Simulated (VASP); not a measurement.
Runs of VASP 6.6.1 on ZnO (zincite). The structure is hexagonal, space group P6_3mc (No. 186). Conventional cell: a = 3.249 Å, b = 3.249 Å, c = 5.206 Å, α = 90.00°, β = 90.00°, γ = 120.00°. Within 2.6 Å of Zn (site symmetry 3m) lie 4 O at 1.97 to 1.98 Å. O (site symmetry 3m) has 4 Zn at 1.97 to 1.98 Å within 2.6 Å. 

| k mesh | gap on the mesh (eV) | pressure (GPa) | largest force (eV/Å) |
| --- | --- | --- | --- |
| 10 × 10 × 6 | 0.69 | -0.5 | 0.07 |
| 5 × 5 × 3 | 0.68 | -0.5 | 0.07 |
| 6 × 6 × 4 | 0.69 | -0.5 | 0.07 |
| 4 × 4 × 2 | 0.68 | (b) | 0.06 |
| 3 × 3 × 2 | 0.66 | (a) | 0.05 |
| 8 × 8 × 5 | 0.69 | -0.6 | 0.07 |

Alike in all rows: task single point; level PBEsol; potentials or basis VASP PAW PBE potentials, release 64 (Zn, O); no spin polarisation; cell as given; cutoff (eV) 520; smearing fermi-dirac 0.1 eV.

Q: Estimate the missing entries.

A: (a) -0.3; (b) -0.7.

Caveats: some runs use coarse meshes; the PAW data sets were made with another functional, which shifts forces and pressure a little.

